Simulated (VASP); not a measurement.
# NaBe3: relaxation of cell and atoms with PBE

NaBe3:

```xyz
4
Lattice="0.0000 2.8781 2.8781 2.8781 0.0000 2.8781 2.8781 2.8781 0.0000" Properties=species:S:1:pos:R:3 pbc="T T T"
Na    0.0000    0.0000    0.0000
Be    2.8781    2.8781    2.8781
Be    1.4390    1.4390    1.4390
Be    4.3171    4.3171    4.3171
```

```yaml
Program: VASP 6.6.1
Task: relaxation of cell and atoms
Functional: PBE
Potentials_or_basis: VASP PAW PBE potentials, release 64 (Na_pv, Be)
Cutoff: 600 eV
k_mesh: 14 × 14 × 14
Occupations: gaussian, width 0.1 eV
Spin: no spin polarisation
Dipole_correction: no
Further_INCAR_settings: ALGO = Normal; EDIFF = 1e-07; IBRION = 2; EDIFFG = -0.01; NSW = 100; ISIF = 3
```

- Relaxed volume: 11.95 Å³/atom
- Relaxed cell: a = 4.074 Å, b = 4.074 Å, c = 4.074 Å, α = 60.00°, β = 60.00°, γ = 60.00°
- Space group after relaxing (to 0.1 Å): Fm-3m (No. 225)
- Energy gained by relaxing: 0.0 meV/atom
- Ionic steps: 2
- Pressure after relaxing: 0.1 GPa
- Band gap on the k mesh: zero (an odd number of electrons rules out a gap without spin polarisation)

The path:
| step | energy change (eV) | largest force (eV/Å) | pressure (GPa) | volume (Å³) |
| --- | --- | --- | --- | --- |
| 1 | 0.0000 | 0.0000 | 0.24 | 47.68 |
| 2 | -0.0001 | 0.0000 | 0.06 | 47.80 |

Final structure:
```yaml
crystal:
  lattice:
    - [0.00000, 2.88053, 2.88053]
    - [2.88053, 0.00000, 2.88053]
    - [2.88053, 2.88053, 0.00000]
  atoms:
    - { symbol: Na, position: [0.00000, 0.00000, 0.00000] }
    - { symbol: Be, position: [0.50000, 0.50000, 0.50000] }
    - { symbol: Be, position: [0.25000, 0.25000, 0.25000] }
    - { symbol: Be, position: [0.75000, 0.75000, 0.75000] }
```

Levels at points of the mesh, in eV from the Fermi level:
```
           k point  band 4  band 5  band 6  band 7  band 8  band 9  band 10
(0.00, 0.00, 0.00)   -7.83    1.52    1.52    1.52    2.87    2.87     2.87
(0.50, 0.00, 0.00)   -5.15   -4.83    0.52    0.52    2.61    2.61     4.12
(0.50, 0.50, 0.00)   -4.14   -4.08   -1.49   -1.49    0.32    3.30     7.76
```

Wall time 2 min on 1 thread of Intel(R) Xeon(R) Platinum 8375C CPU @ 2.90GHz (Ice Lake), on a shared host, peak memory 0.21 GiB.
